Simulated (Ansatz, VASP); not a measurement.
NaZrO2: VASP beside Ansatz

```
Na Zr O
1.0
     3.13777    0.00000    0.00000
    -1.56888    2.71738    0.00000
     0.00000    0.00000    5.97283
Na Zr O
1 1 2
Direct
  0.00000 0.00000 0.00000
  0.00000 0.00000 0.50000
  0.33333 0.66667 0.71732
  0.66667 0.33333 0.28268
```

Alike in both runs: functional PBE; k mesh 6 × 6 × 4; occupations gaussian, width 0.1 eV; no spin polarisation.

Ansatz relaxed the structure, and its values are those at the end. VASP's run is a single point on that final structure, the one shown.

|  | VASP | Ansatz |
| --- | --- | --- |
| version | VASP 6.6.1 | Ansatz 0.2.0 |
| potentials or method | VASP PAW PBE potentials, release 64 (Na_pv, Zr_sv, O), cutoff 520 eV | scalar-relativistic, plane waves, PAW |
| valence electrons in the cell | 31 | 33 |

|  | VASP | Ansatz | Ansatz less VASP |
| --- | --- | --- | --- |
| gap on the k mesh at the Fermi level (eV) | none | none | - |
| pressure (GPa) | 0.3 | 0.1 | -0.19 |
| rms of the force components (eV/Å) | 0.016 | 0.007 | -0.0089 |

A gap of «none» marks a metal or a gap that the smearing closes. The functional is the same, so the differences come from potentials, cutoffs and numerics. VASP's potentials hold 31 valence electrons a cell and Ansatz's 33, so a difference there can come from the potentials and not from the codes.

The k mesh is coarse, so the values compare programs but aren't converged.
